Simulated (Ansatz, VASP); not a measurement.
Given: the input of a run of Ansatz 0.2.0 on SrO.

input.yaml

```yaml
crystal:
  lattice:
    - [0.0, 2.5663, 2.5663]
    - [2.5663, 0.0, 2.5663]
    - [2.5663, 2.5663, 0.0]
  atoms:
    - { symbol: Sr, position: [0.5, 0.5, 0.5] }
    - { symbol: O, position: [0.0, 0.0, 0.0] }
kpoints:
  mp_grid: { grid: [9, 9, 9] }
scf:
  occupations: { method: gaussian, width: 0.025 }
hamiltonian:
  xc: pbe
  pseudopotentials: { kind: all_electron, lapw: { basis_error: 0.001 } }
output:
  forces: true
  stress: true
  eigenvalues: true
```

Potentials or basis: all-electron LAPW, scalar-relativistic.

Run with:

```sh
$ ansatz run input.yaml --threads 1 --pin off --max-ram 3072MiB --backend cpu --events-out ev --progress --plain --runs-dir out
```

Set up the same calculation for VASP 6.6.1. Potentials there: VASP PAW PBE potentials, release 64 (Sr_sv, O).

As run (the cutoff follows the program's own potentials):

INCAR

```
PREC = Accurate ; ENCUT = 520
EDIFF = 1E-6 ; ISMEAR = 0
SIGMA = 0.025 ; LREAL = F
LASPH = T ; NELM = 100
ALGO = Normal ; ISIF = 2
LWAVE = F ; LCHARG = T
GGA = PE ; LELF = T
LVHAR = T ; NBANDS = 15
```

Contents of KPOINTS:

```
Automatic mesh
0
Gamma
  9 9 9
```

File POSCAR:

```
SrO
1.0
    0.0000000000      2.5663000000      2.5663000000
    2.5663000000      0.0000000000      2.5663000000
    2.5663000000      2.5663000000      0.0000000000
Sr O
1 1
Direct
    0.5000000000      0.5000000000      0.5000000000
    0.0000000000      0.0000000000      0.0000000000
```

Potentials or basis: VASP PAW PBE potentials, release 64 (Sr_sv, O).

The run is started by

```console
$ cat potpaw_PBE.64/Sr_sv/POTCAR potpaw_PBE.64/O/POTCAR > POTCAR
$ mpirun -np 1 vasp_std > vasp.out
```

Both were run:

|  | VASP | Ansatz | Ansatz less VASP |
| --- | --- | --- | --- |
| gap on the k mesh at the Fermi level (eV) | 3.32 | 3.37 | +0.047 |
| least direct gap on the mesh (eV) | 3.41 | 3.45 | +0.036 |
| pressure (GPa) | 3.9 | 3.3 | -0.60 |

Ansatz ran all-electron here, and VASP with PAW potentials.
